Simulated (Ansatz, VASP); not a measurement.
## Two plane-wave programs on GeS3

```
CELL_PARAMETERS angstrom
-2.64929 2.64929 2.64929
2.64929 -2.64929 2.64929
2.64929 2.64929 -2.64929
ATOMIC_POSITIONS crystal
Ge 0.00000 0.00000 0.00000
S 0.00000 0.50000 0.50000
S 0.50000 0.00000 0.50000
S 0.50000 0.50000 0.00000
```

Change from the starting cell: species swapped into the Sb3Au type (Im-3m, No. 229).

Alike in both runs: functional PBE; k mesh 12 × 12 × 12; occupations gaussian, width 0.1 eV; no spin polarisation.

Ansatz relaxed the structure, and its values are those at the end. VASP's run is a single point on that final structure, the one shown.

|  | VASP | Ansatz |
| --- | --- | --- |
| version | VASP 6.6.1 | Ansatz 0.2.0 |
| potentials or method | VASP PAW PBE potentials, release 64 (Ge_d, S), cutoff 520 eV | scalar-relativistic, plane waves, PAW |
| valence electrons in the cell | 32 | 32 |

|  | VASP | Ansatz | Ansatz less VASP |
| --- | --- | --- | --- |
| gap on the k mesh at the Fermi level (eV) | none | none | - |
| pressure (GPa) | -0.1 | 0.0 | +0.07 |

A gap of «none» marks a metal or a gap that the smearing closes. The functional is the same, so the differences come from potentials, cutoffs and numerics.
